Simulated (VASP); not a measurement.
Here is a VASP 6.6.1 calculation.

File INCAR:

```
ALGO = Normal
EDIFF = 1E-6
ENCUT = 520
GGA = PS
ISIF = 2
ISMEAR = -1
IVDW = 12
LASPH = T
LCHARG = F
LREAL = F
LWAVE = F
NBANDS = 23
NELM = 60
PREC = Accurate
SIGMA = 0.05
```

KPOINTS

```
k-points
0
Gamma
  4 4 1
```

POSCAR

```
Si3H2C3
1.0
    2.1784270000     -2.1784270000      0.0000000000
    0.0000000000      2.1784270000     -2.1784270000
   12.2165690000     12.2165690000     12.2165690000
Si C H
3 3 2
Direct
    0.0084070000      0.0018000000      0.6321410000
    0.3497950000      0.6559100000      0.3956210000
    0.6463430000      0.3188270000      0.5134920000
    0.0033880000      0.0118120000      0.3665580000
    0.3488800000      0.6686310000      0.4866310000
    0.6405540000      0.3233780000      0.6036390000
    0.0256670000      0.0166950000      0.7038150000
    0.0075650000      0.0047030000      0.3134400000
```

Potentials or basis: VASP PAW PBE potentials, release 64 (Si, C, H).

The run is started by

```bash
$ cat potpaw_PBE.64/Si/POTCAR potpaw_PBE.64/C/POTCAR potpaw_PBE.64/H/POTCAR > POTCAR
$ mpirun -np 1 vasp_std > vasp.out
```

(1) Estimate the largest force.

(2) Predict the dispersion energy per atom.

Answers

(1) 2.163 eV/Å.

(2) -0.137 eV.

Caveat: the k points lie up to 0.59 Å⁻¹ apart; three body term missing; the PAW data sets were made with another functional, which shifts forces and pressure a little.
